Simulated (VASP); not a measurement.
Here is a VASP 6.6.1 calculation.

Contents of INCAR:

```
PREC = Accurate
ENCUT = 520
EDIFF = 1E-6
ISMEAR = -1
SIGMA = 0.1
LREAL = False
LASPH = True
NELM = 60
ALGO = Normal
ISIF = 2
LWAVE = False
LCHARG = True
GGA = PE
LELF = True
LVHAR = True
NBANDS = 12
```

KPOINTS

```
regular mesh
0
Gamma
  15 15 15
```

The input POSCAR:

```
Ag
1.0
   -1.6556540000      1.6556540000      1.6556540000
    1.6556540000     -1.6556540000      1.6556540000
    1.6556540000      1.6556540000     -1.6556540000
Ag
1
Direct
    0.0000000000      0.0000000000      0.0000000000
```

Potentials or basis: VASP PAW PBE potentials, release 64 (Ag).

Launch:

```sh
$ cat potpaw_PBE.64/Ag/POTCAR > POTCAR
$ mpirun -np 1 vasp_std > vasp.out
```

Q: What does it give for the pressure?

A: -1.0 GPa.
